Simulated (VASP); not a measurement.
Set up this calculation in VASP 6.6.1, as the native input.

| Quantity | Value |
| --- | --- |
| Task | G0W0 quasiparticle levels |
| Functional | PBE |
| Potentials or basis | VASP PAW PBE potentials, release 64 (C_GW) |
| Cutoff | 500 eV |
| k mesh | 6 × 6 × 6 |
| Occupations | gaussian, width 0.01 eV |
| Spin | no spin polarisation |
| Dipole correction | no |
| GW scheme | G0W0 |
| GW iterations | 1 |
| Cutoff of the response function | 150 |
| Frequency points | 96 |
| Empty bands | 47 |
| Further INCAR settings | ALGO = EVGW0; EDIFF = 1e-08; NBANDS = 51 |

C:

```xyz
2
Lattice="0.0000 1.7801 1.7801 1.7801 0.0000 1.7801 1.7801 1.7801 0.0000" Properties=species:S:1:pos:R:3 pbc="T T T"
C     0.0000    0.0000    0.0000
C     0.8901    0.8901    0.8901
```

These files were run (other wordings do the same):

POSCAR

```
C
1.0
    0.0000000000      1.7801241425      1.7801241425
    1.7801241425      0.0000000000      1.7801241425
    1.7801241425      1.7801241425      0.0000000000
C
2
Direct
    0.0000000000      0.0000000000      0.0000000000
    0.2500000000      0.2500000000      0.2500000000
```

INCAR.step1

```
SYSTEM = C
PREC = Accurate
ENCUT = 500
EDIFF = 1E-8
ISMEAR = 0
SIGMA = 0.01
LREAL = .False.
LASPH = .True.
NELM = 80
ALGO = Normal
LWAVE = .True.
LCHARG = .False.
GGA = PE
```

INCAR.step2

```
SYSTEM = C
PREC = Accurate
ENCUT = 500
EDIFF = 1E-8
ISMEAR = 0
SIGMA = 0.01
LREAL = .False.
LASPH = .True.
NELM = 1
ALGO = Exact
LWAVE = .True.
LCHARG = .False.
GGA = PE
NBANDS = 51
LOPTICS = .True.
ISTART = 1
```

INCAR.step3

```
SYSTEM = C
PREC = Accurate
ENCUT = 500
EDIFF = 1E-8
ISMEAR = 0
SIGMA = 0.01
LREAL = .False.
LASPH = .True.
ALGO = EVGW0
LWAVE = .False.
LCHARG = .False.
GGA = PE
NELMGW = 1
NBANDS = 51
ENCUTGW = 150.0
NOMEGA = 96
PRECFOCK = Fast
ISTART = 1
NBANDSGW = 12
OMEGAMAX = 20
```

KPOINTS

```
Automatic mesh
0
Gamma
  6 6 6
  0 0 0
```

Potentials or basis: VASP PAW PBE potentials, release 64 (C_GW).

Run with:

```bash
$ cat potpaw_PBE.64/C_GW/POTCAR > POTCAR
$ cp INCAR.step1 INCAR
$ mpirun -np 1 vasp_std > vasp.out
$ cp INCAR.step2 INCAR
$ mpirun -np 1 vasp_std > vasp.out
$ cp INCAR.step3 INCAR
$ mpirun -np 1 vasp_std > vasp.out
```

It gave:

```
Quasiparticle gap                                   : 5.43 eV
Least direct quasiparticle gap                      : 7.29 eV
Band gap of the starting levels on the mesh         : 4.17 eV
Least direct gap of the starting levels on the mesh : 5.61 eV
```

Caveat: the k points lie up to 0.51 Å⁻¹ apart; bands, screening cutoff and mesh are small and nothing is extrapolated, so the quasiparticle values aren't converged.

It took 46 s on 1 thread of Intel(R) Xeon(R) 6975P-C (Granite Rapids), on a shared host, peak memory 0.2 GiB.
